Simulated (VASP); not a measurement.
# CsTl2H3 (P1) in VASP: single point with PBEsol

Aim: the single point of CsTl2H3 with PBEsol.

Program: VASP 6.6.1. These are calculated values, not measurements. Logs are shortened: lines on timing, memory, paths and dates and some standing lists are left out, and cuts for length are marked.

## 1. The cell of the first run

The typed cell holds 12 atoms: a = 5.380 Å, b = 6.733 Å, c = 8.327 Å, α = 89.50°, β = 89.08°, γ = 113.75°.

## 2. Single point, PBEsol

The input, INCAR:

```
PREC = Accurate
ENCUT = 520
EDIFF = 1E-6
ISMEAR = -1
SIGMA = 0.05
LREAL = False
LASPH = True
NELM = 100
ALGO = Normal
ISIF = 2
LWAVE = False
LCHARG = True
GGA = PS
LELF = True
LVHAR = True
NBANDS = 50
```

The input, KPOINTS:

```
Automatic mesh
0
Gamma
  4 4 2
```

The input, POSCAR:

```
CsTl2H3
1.0
    2.6633282526     -4.6745997740      0.0515796689
    4.0120646960      5.4068076953      0.0226899617
    0.0895544604     -0.0102143966      8.3260229743
Cs Tl H
2 4 6
Direct
    0.3509445764      0.3693891103      0.0425397006
    0.3705238854      0.3859852227      0.5332084383
    0.0273849365      0.7192960327      0.2798798773
    0.6928262113     -0.0008177647      0.2745089038
    0.0144333130      0.6707646492      0.7824163978
    0.7035496545      0.0749859925      0.7798283706
    0.2734801097      0.9965697608     -0.2047305993
    0.6980172985      0.0671030919      0.0329888036
    0.3542123108      0.0491855292      0.3011079373
    0.0220709188      0.7056330789      0.5313551476
    0.9040646128      0.3047217961      0.3088633323
   -0.3135921585     -0.2477431213      0.7923116704
```

Potentials or basis: VASP PAW PBE potentials, release 64 (Cs_sv, Tl_d, H).

Command:

```sh
> cat potpaw_PBE.64/Cs_sv/POTCAR potpaw_PBE.64/Tl_d/POTCAR potpaw_PBE.64/H/POTCAR > POTCAR
> mpirun -np 1 vasp_std > vasp.out
```

OUTCAR:

```text
PREC = Accurate
   ENCUT = 520
   EDIFF = 1E-6
   ISMEAR = -1
   LREAL = False
   LASPH = True
   NELM = 100
   ISIF = 2
   GGA = PS

 ion  position               nearest neighbor table
   1  0.351  0.369  0.043-
   2  0.371  0.386  0.533-
   3  0.027  0.719  0.280-  10 2.09   9 2.22   4 3.09   4 3.31
   4  0.693  0.999  0.275-  11 1.93   9 1.99   8 2.06   3 3.09   3 3.31
   5  0.014  0.671  0.782-  12 2.05   7 2.08  10 2.10   6 3.61   6 3.67   6 3.72
   6  0.704  0.075  0.780-   8 2.11  12 2.14   7 2.16   5 3.61   5 3.67   5 3.72
   7  0.273  0.997  0.795-   5 2.08   6 2.16
   8  0.698  0.067  0.033-   4 2.06   6 2.11
   9  0.354  0.049  0.301-   4 1.99   3 2.22
  10  0.022  0.706  0.531-   3 2.09   5 2.10
  11  0.904  0.305  0.309-   4 1.93
  12  0.686  0.752  0.792-   5 2.05   6 2.14

  LATTYP: Found a triclinic cell.
 ALAT       =     6.7158406351
 B/A-ratio  =     1.0025269541
 C/A-ratio  =     1.2398315119
 COS(alpha) =     0.0087938082
 COS(beta)  =     0.0216150425
 COS(gamma) =     0.6799002473

  Lattice vectors:

 A1 = (   6.6753929486,   0.7322079213,   0.0742696306)
 A2 = (   4.0120646960,   5.4068076953,   0.0226899617)
 A3 = (   0.0895544604,  -0.0102143966,   8.3260229743)

Analysis of symmetry for initial positions (statically):
=====================================================================
 Subroutine PRICEL returns:
 Original cell was already a primitive cell.

 Routine SETGRP: Setting up the symmetry group for a
 triclinic supercell.

 Subroutine GETGRP returns: Found  1 space group operations
 (whereof  1 operations were pure point group operations)
 out of a pool of  2 trial point group operations.

The static configuration has the point symmetry C_1 .

Analysis of symmetry for dynamics (positions and initial velocities):
=====================================================================
 Subroutine PRICEL returns:
 Original cell was already a primitive cell.

 Routine SETGRP: Setting up the symmetry group for a
 triclinic supercell.

 Subroutine GETGRP returns: Found  1 space group operations
 (whereof  1 operations were pure point group operations)
 out of a pool of  2 trial point group operations.

The dynamic configuration has the point symmetry C_1 .

 Subroutine INISYM returns: Found  1 space group operations
 (whereof  1 operations are pure point group operations),
 and found     1 'primitive' translations

----------------------------------------------------------------------------------------

                                     Primitive cell

  volume of cell :     276.0125

  direct lattice vectors                    reciprocal lattice vectors
     2.663328253 -4.674599774  0.051579669     0.163099273 -0.121018113 -0.001902757
     4.012064696  5.406807695  0.022689962     0.141009191  0.080323586 -0.001418149
     0.089554460 -0.010214397  8.326022974    -0.001394675  0.000530810  0.120121014

  length of vectors
     5.380321634  6.732811256  8.326510848     0.203101888  0.162288267  0.120130283

  position of ions in fractional coordinates (direct lattice)
     0.350944576  0.369389110  0.042539701
     0.370523885  0.385985223  0.533208438
     0.027384936  0.719296033  0.279879877
     0.692826211  0.999182235  0.274508904
     0.014433313  0.670764649  0.782416398
     0.703549655  0.074985992  0.779828371
     0.273480110  0.996569761  0.795269401
     0.698017298  0.067103092  0.032988804
     0.354212311  0.049185529  0.301107937
     0.022070919  0.705633079  0.531355148
     0.904064613  0.304721796  0.308863332
     0.686407841  0.752256879  0.792311670

  ion indices of the primitive-cell ions
   primitive index   ion index
                 1           1
                 2           2
                 3           3
                 4           4
                 5           5
                 6           6
                 7           7
                 8           8
                 9           9
                10          10
                11          11
                12          12

----------------------------------------------------------------------------------------

 KPOINTS: Automatic mesh

Automatic generation of k-mesh.
 Grid dimensions read from file:
 generate k-points for:    4    4    2

 Generating k-lattice:

  Cartesian coordinates                     Fractional coordinates (reciprocal lattice)
     0.040774818 -0.030254528 -0.000475689     0.250000000  0.000000000  0.000000000
     0.035252298  0.020080896 -0.000354537     0.000000000  0.250000000  0.000000000
    -0.000697338  0.000265405  0.060060507    -0.000000000 -0.000000000  0.500000000

  Length of vectors
     0.050775472  0.040572067  0.060065141

  Shift w.r.t. Gamma in fractional coordinates (k-lattice)
     0.000000000  0.000000000  0.000000000

 Subroutine IBZKPT returns following result:
 ===========================================

 Found     20 irreducible k-points:

 Following reciprocal coordinates:
            Coordinates               Weight
  0.000000  0.000000  0.000000      1.000000
  0.250000 -0.000000 -0.000000      2.000000
  0.500000 -0.000000 -0.000000      1.000000
 -0.000000  0.250000 -0.000000      2.000000
  0.250000  0.250000 -0.000000      2.000000
  0.500000  0.250000 -0.000000      2.000000
[... 12 lines left out ...]
  0.250000  0.500000  0.500000      2.000000
  0.500000  0.500000  0.500000      1.000000
   k-points           NKPTS =     20   k-points in BZ     NKDIM =     20   number of bands    NBANDS=     50
   number of dos      NEDOS =    301   number of ions     NIONS =     12
   total plane-waves  NPLWV = 128000
   dimension x,y,z NGX =    40 NGY =   50 NGZ =   64
   dimension x,y,z NGXF=    80 NGYF=  100 NGZF=  128
   ions per type =               2   4   6
   NGX,Y,Z   is equivalent  to a cutoff of  12.36, 12.35, 12.78 a.u.
   NGXF,Y,Z  is equivalent  to a cutoff of  24.72, 24.69, 25.56 a.u.
 SYSTEM =  unknown system
   PREC   = accura    normal or accurate (medium, high low for compatibility)
   ISTART =      0    job   : 0-new  1-cont  2-samecut
   ICHARG =      2    charge: 1-file 2-atom 10-const
   ISPIN  =      1    spin polarized calculation?
   LNONCOLLINEAR =      F non collinear calculations
   LSORBIT =      F    spin-orbit coupling
   LASPH  =      T    aspherical Exc in radial PAW
   ENCUT  =  520.0 eV  38.22 Ry    6.18 a.u.  10.00 12.52 15.48*2*pi/ulx,y,z
   NELM   =    100;   NELMIN=  2; NELMDL= -5     # of ELM steps
   EDIFF  = 0.1E-05   stopping-criterion for ELM
   LREAL  =      F    real-space projection
   EDIFFG = 0.1E-04   stopping-criterion for IOM
   NSW    =      0    number of steps for IOM
   IBRION =     -1    ionic relax: 0-MD 1-quasi-New 2-CG
   NFREE  =      0    steps in history (QN), initial steepest desc. (CG)
   ISIF   =      2    stress and relaxation
   ISYM   =      2    0-nonsym 1-usesym 2-fastsym
   POTIM  = 0.5000    time-step for ionic-motion
   TEBEG  =    0.0;   TEEND  =   0.0 temperature during run
   PSTRESS=    0.0 pullay stress
   NELECT =      76.0000    total number of electrons
   NUPDOWN=      -1.0000    fix difference up-down
   EMIN   =  10.00;   EMAX   =-10.00  energy-range for DOS
   EFERMI =   0.00;   METHOD = LEGACY
   ISMEAR =    -1;   SIGMA  =   0.05  broadening in eV -4-tet -1-fermi 0-gaus
   EFERMI_NEDOS =   21; number of points for ismear=-14 and -15
   IALGO  =     38    algorithm
   IMIX   =      4    mixing-type and parameters
     AMIX     =   0.40;   BMIX     =  1.00
     AMIX_MAG =   1.60;   BMIX_MAG =  1.00
  volume/ion in A,a.u.               =      23.00       155.22
  Fermi-wavevector in a.u.,A,eV,Ry     =   1.065049  2.012652 15.433502  1.134330
  Thomas-Fermi vector in A             =   2.200588
   LORBIT       =      0    0 simple, 1 ext, 2 COOP (PROOUT), +10 PAW based schemes
   GGA     = PS    functional components
   LHFCALC =     F    Hartree Fock is set to
   AEXX    =    0.0000 exact exchange contribution
   IVDW    =     0    specifies the selected vdW correction
   LEPSILON=     F    determine dielectric tensor
   LRPA    =     F    only Hartree local field effects (RPA)
 non-spin polarized calculation
  energy-cutoff  :      520.00
  volume of cell :      276.01
 maximum number of plane-waves:      7453
   NGX = 21   NGY = 25   NGZ = 31

 number of electron      75.9999995 magnetization

 Free energy of the ion-electron system (eV)
  ---------------------------------------------------
  ext. energy  EPLUGINS =         0.00000000
  ---------------------------------------------------
  free energy    TOTEN  =       -31.03858564 eV

  energy without entropy =      -31.03709856  energy(sigma->0) =      -31.03784210

 E-fermi :   3.3111     XC(G=0):  -8.5873

 val. band max:        3.1650203714   @ k =   0.0000   0.5000   0.5000
 cond. band min:       3.4986082191   @ k =  -0.0000   0.2500  -0.0000
 fundamental gap:      0.3335878477
 Fermi energy:         3.3110644336

 k-point     1 :       0.0000    0.0000    0.0000
  band No.  band energies     occupation
      1     -19.5555      2.00000
      2     -19.4865      2.00000
      3      -8.7176      2.00000
      4      -8.6047      2.00000
      5      -8.5940      2.00000
      6      -8.5836      2.00000
[... 42 lines left out ...]
     49       7.2612      0.00000
     50       7.6168      0.00000

 k-point     2 :       0.2500   -0.0000   -0.0000
  band No.  band energies     occupation
      1     -19.5533      2.00000
      2     -19.4850      2.00000
      3      -8.7545      2.00000
      4      -8.6401      2.00000
      5      -8.5804      2.00000
      6      -8.5388      2.00000
[... 42 lines left out ...]
     49       7.3210      0.00000
     50       7.8734      0.00000

 k-point     3 :       0.5000   -0.0000   -0.0000
  band No.  band energies     occupation
      1     -19.5511      2.00000
      2     -19.4834      2.00000
      3      -8.7781      2.00000
      4      -8.6270      2.00000
      5      -8.5754      2.00000
      6      -8.5646      2.00000
[... 42 lines left out ...]
     49       7.5670      0.00000
     50       7.9316      0.00000

 k-point     4 :      -0.0000    0.2500   -0.0000
  band No.  band energies     occupation
      1     -19.5552      2.00000
      2     -19.4864      2.00000
      3      -8.7182      2.00000
      4      -8.6369      2.00000
      5      -8.6108      2.00000
      6      -8.5937      2.00000
[... 787 lines left out ...]
 k-point    19 :       0.2500    0.5000    0.5000
  band No.  band energies     occupation
      1     -19.5274      2.00000
      2     -19.5110      2.00000
      3      -8.7635      2.00000
      4      -8.6312      2.00000
      5      -8.6074      2.00000
      6      -8.5528      2.00000
[... 42 lines left out ...]
     49       7.3221      0.00000
     50       7.6596      0.00000

 k-point    20 :       0.5000    0.5000    0.5000
  band No.  band energies     occupation
      1     -19.5258      2.00000
      2     -19.5093      2.00000
      3      -8.7843      2.00000
      4      -8.6118      2.00000
      5      -8.5809      2.00000
      6      -8.5341      2.00000
[... 42 lines left out ...]
     49       7.6827      0.00000
     50       8.0535      0.00000

------------------------ aborting loop because EDIFF is reached ----------------------------------------

  FORCE on cell =-STRESS in cart. coord.  units (eV):
  Direction    XX          YY          ZZ          XY          YZ          ZX
  --------------------------------------------------------------------------------------
  -------------------------------------------------------------------------------------
  Total       -0.0530500     -0.0525513     -0.0371232     -0.0047372      0.0057452      0.0057319
  in kB       -0.3079407     -0.3050460     -0.2154900     -0.0274982      0.0333492      0.0332724
  external PRESSURE =      -0.2761589 kB  Pullay stress =       0.0000000 kB

 VOLUME and BASIS-vectors are now :
 -----------------------------------------------------------------------------
  energy-cutoff  :      520.00
  volume of cell :      276.01
      direct lattice vectors                 reciprocal lattice vectors
     2.663328253 -4.674599774  0.051579669     0.163099273 -0.121018113 -0.001902757
     4.012064696  5.406807695  0.022689962     0.141009191  0.080323586 -0.001418149
     0.089554460 -0.010214397  8.326022974    -0.001394675  0.000530810  0.120121014

 POSITION                                       TOTAL-FORCE (eV/Angst)
 -----------------------------------------------------------------------------------
      2.42050      0.35626      0.38067         0.001802      0.001646     -0.002980
      2.58318      0.34945      4.46738        -0.000887      0.000429      0.005648
      2.98386      3.75822      2.34802        -0.003246     -0.001126     -0.004673
      5.87859      2.16090      2.34397         0.001630     -0.002787      0.000668
      2.79966      3.55123      6.53038        -0.005018     -0.005338      0.001573
      2.24447     -2.89134      6.53086         0.005532      0.001474     -0.004857
      4.79789      4.10173      6.65815         0.000930      0.000737      0.000486
      2.13123     -2.90047      0.31219        -0.002102      0.000113      0.003415
      1.16768     -1.39294      2.52642         0.000752     -0.000488      0.000317
      2.93741      3.70662      4.44122         0.001294      0.002146      0.000721
      3.65804     -2.58172      2.62515        -0.002014      0.002452     -0.000480
      4.91719      0.85053      6.64928         0.001327      0.000742      0.000162
 -----------------------------------------------------------------------------------
    total drift:                               -0.000250     -0.000712      0.000140

  FREE ENERGIE OF THE ION-ELECTRON SYSTEM (eV)
  ---------------------------------------------------
  free  energy   TOTEN  =       -31.0385856397 eV

  energy  without entropy=      -31.0370985597  energy(sigma->0) =      -31.03784210
```

Wall time 2.3 min (1 thread of Intel Xeon 6975P-C (Granite Rapids), shared host); peak memory 0.48 GiB.

Results:

```
Free energy            : -31.0386 eV
Pressure               : 0.0 GPa
Largest force          : 0.008 eV/Å
Band gap on the k mesh : 0.33 eV (least direct gap 0.51 eV)
```

Forces on the atoms (eV/Å):
```
Cs   0.002  0.002 -0.003
Cs  -0.001  0.000  0.006
Tl  -0.003 -0.001 -0.005
Tl   0.002 -0.003  0.001
Tl  -0.005 -0.005  0.002
Tl   0.006  0.001 -0.005
H    0.001  0.001  0.000
H   -0.002  0.000  0.003
H    0.001  0.000  0.000
H    0.001  0.002  0.001
H   -0.002  0.002  0.000
H    0.001  0.001  0.000
```

Caveat: the PAW data sets were made with another functional, which shifts forces and pressure a little; spin-orbit coupling is left out, which moves the levels of the heavy elements. A k mesh can miss the band edges.
